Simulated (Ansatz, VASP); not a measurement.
# C: VASP beside Ansatz

```xyz
8
Lattice="0.0000 -4.2535 0.0000 -2.4558 -2.1268 -3.5618 2.4558 -2.1268 -3.5618" Properties=species:S:1:pos:R:3 pbc="T T T"
C    -0.0177   -5.6889   -3.5618
C     0.0000   -3.5444    0.0000
C    -1.2279   -3.5444   -3.5618
C     1.2279   -3.5444   -3.5618
C     0.0000   -2.8358   -3.5618
C     2.4558   -2.8358   -3.5618
C    -1.2279   -4.9626   -3.5618
C     1.2279   -4.9626   -3.5618
```

Alike in both runs: task single point; functional r2SCAN; k mesh 8 × 8 × 8; occupations gaussian, width 0.05 eV; no spin polarisation.

|  | VASP | Ansatz |
| --- | --- | --- |
| version | VASP 6.6.1 | Ansatz 0.2.0 |
| potentials or method | VASP PAW PBE potentials, release 64 (C), cutoff 520 eV | scalar-relativistic, plane waves, PAW |
| valence electrons in the cell | 32 | 32 |

```csv
,VASP,Ansatz,Ansatz less VASP
gap on the k mesh at the Fermi level (eV),0.08,0.08,0.000
least direct gap on the mesh (eV),0.08,0.08,+0.001
pressure (GPa),0.7,0.1,-0.64
"traceless stress, the component that is largest in VASP (GPa)",-0.82,-0.08,+0.740
rms of the force components (eV/Å),0.361,0.360,-0.0013
```

VASP's potentials were made for PBE, not for r2SCAN. Atom by atom the forces differ by 0.002 eV/Å (rms over components).
